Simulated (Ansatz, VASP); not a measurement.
Two plane-wave programs on WSe2

```
W Se
1.0
    -3.27899    0.00000    0.00000
    -1.63949   -2.83968    0.00000
    -0.54650   -0.47328   14.01124
W Se
2 4
Direct
  0.93750 0.87500 0.75000
  0.97917 0.95833 0.25000
  0.26081 0.18829 0.87028
  0.30248 0.27162 0.37028
  0.32252 0.31171 0.12972
  0.28086 0.22838 0.62972
```

Alike in both runs: task single point; functional PBE; dispersion D3(BJ); k mesh 9 × 9 × 2; occupations gaussian, width 0.05 eV; no spin polarisation.

|  | VASP | Ansatz |
| --- | --- | --- |
| version | VASP 6.6.1 | Ansatz 0.2.0 |
| potentials or method | VASP PAW PBE potentials, release 64 (W_sv, Se), cutoff 520 eV | scalar-relativistic, plane waves, PAW |
| valence electrons in the cell | 52 | 92 |

```csv
,VASP,Ansatz,Ansatz less VASP
gap on the k mesh at the Fermi level (eV),1.35,1.35,+0.004
least direct gap on the mesh (eV),1.64,1.65,+0.004
pressure (GPa),0.2,-0.1,-0.30
"traceless stress, the component that is largest in VASP (GPa)",-0.16,-0.16,+0.001
rms of the force components (eV/Å),0.037,0.019,-0.0178
```

Atom by atom the forces differ by 0.023 eV/Å (rms over components). VASP's potentials hold 52 valence electrons a cell and Ansatz's 92, so a difference there can come from the potentials and not from the codes.

Spin-orbit coupling is off throughout.
